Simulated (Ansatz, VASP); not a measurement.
# One calculation of AlGa2P3, two programs

```
Al Ga P
1.0
     3.86138    0.00000    0.00000
    -1.93069    3.34405    0.00000
     0.00000    0.00000    9.45881
Al Ga P
1 2 3
Cartesian
  0.0000 0.0000 -0.0028
  1.9307 1.1147 6.3024
  0.0000 2.2294 3.1579
  1.9307 1.1147 8.6702
  0.0000 2.2294 5.5171
  0.0000 0.0000 2.3669
```

Alike in both runs: task single point; functional PBE; k mesh 12 × 12 × 4; no spin polarisation.

|  | VASP | Ansatz |
| --- | --- | --- |
| version | VASP 6.6.1 | Ansatz 0.2.0 |
| potentials or method | VASP PAW PBE potentials, release 64 (Al, Ga_d, P) | plane waves, PAW |
| plane-wave cutoff (eV) | 500 | 420 |
| occupations | gaussian, width 0.01 eV | fixed |
| valence electrons in the cell | 44 | 44 |

```csv
,VASP,Ansatz,Ansatz less VASP
gap on the k mesh at the Fermi level (eV),1.60,1.60,+0.001
pressure (GPa),2.0,2.1,+0.06
rms of the force components (eV/Å),0.022,0.021,-0.0014
```

Atom by atom the forces differ by 0.002 eV/Å (rms over components).
